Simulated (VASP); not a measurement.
The system is Pd.

```
Pd
1.0
    -1.57228    1.57228    1.57228
     1.57228   -1.57228    1.57228
     1.57228    1.57228   -1.57228
Pd
1
Cartesian
  0.0000 0.0000 0.0000
```

This isn't the form of Pd at room conditions, which is fcc.

```yaml
Program: VASP 6.6.1
Task: relaxation of cell and atoms
Functional: PBEsol-based global hybrid with 25 % exact exchange
Potentials_or_basis: VASP PAW PBE potentials, release 64 (Pd)
Cutoff: 600 eV
k_mesh: 6 × 6 × 6
Occupations: fermi-dirac, width 0.05 eV
Spin: no spin polarisation
```

At the start: pressure -13.1 GPa; volume 15.55 Å³/atom.

Task: Where does the relaxation end?

Result: Over 4 steps the energy falls by 51.5 meV/atom and the volume is 14.40 Å³/atom (-7.4 %); space group Im-3m (No. 229, to 0.1 Å) before and after.

The path:
```csv
step,energy change (eV),largest force (eV/Å),pressure (GPa),volume (Å³)
1,0.0000,0.0000,-13.13,15.55
2,0.0845,0.0000,32.00,12.85
3,-0.0515,0.0000,-0.46,14.42
4,-0.0515,0.0000,-0.02,14.40
```

Final structure:
```
Pd
1.0
    -1.53249    1.53249    1.53249
     1.53249   -1.53249    1.53249
     1.53249    1.53249   -1.53249
Pd
1
Direct
  0.00000 0.00000 0.00000
```

Caveat: the k points lie up to 0.48 Å⁻¹ apart in the final cell, too coarse for converged energies and pressures of a metal; the PAW data sets were made with another functional, which shifts forces and pressure a little.
